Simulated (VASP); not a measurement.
Mg:

```xyz
1
Lattice="3.0503 0.0000 0.0000 -1.5251 2.6416 0.0000 0.0000 0.0000 3.0448" Properties=species:S:1:pos:R:3 pbc="T T T"
Mg    0.0000    0.0000    0.0000
```

Base run:

- Program: VASP 6.6.1
- Functional: PBE
- Potentials or basis: VASP PAW PBE potentials, release 64 (Mg)
- Cutoff: 520 eV
- k mesh: 9 × 9 × 8
- Occupations: gaussian, width 0.1 eV
- Spin: no spin polarisation

Its results: band gap on the k mesh zero (band 1 reaches 5.31 eV, above the bottom of band 2 at -0.07 eV); pressure 1.2 GPa.

Q: The run is repeated on the same cell with these changes: k mesh from 9 × 9 × 8 to 4 × 1 × 8; further incar settings from ALGO = Normal; EDIFF = 1e-06; NBANDS = 7 to ALGO = Normal; EDIFF = 1e-06; NBANDS = 7; ISYM = 0. What comes out?

A: Band gap on the k mesh zero (band 1 reaches 3.74 eV, above the bottom of band 2 at -0.07 eV); pressure -7.2 GPa.

Caveats: some runs use coarse meshes.
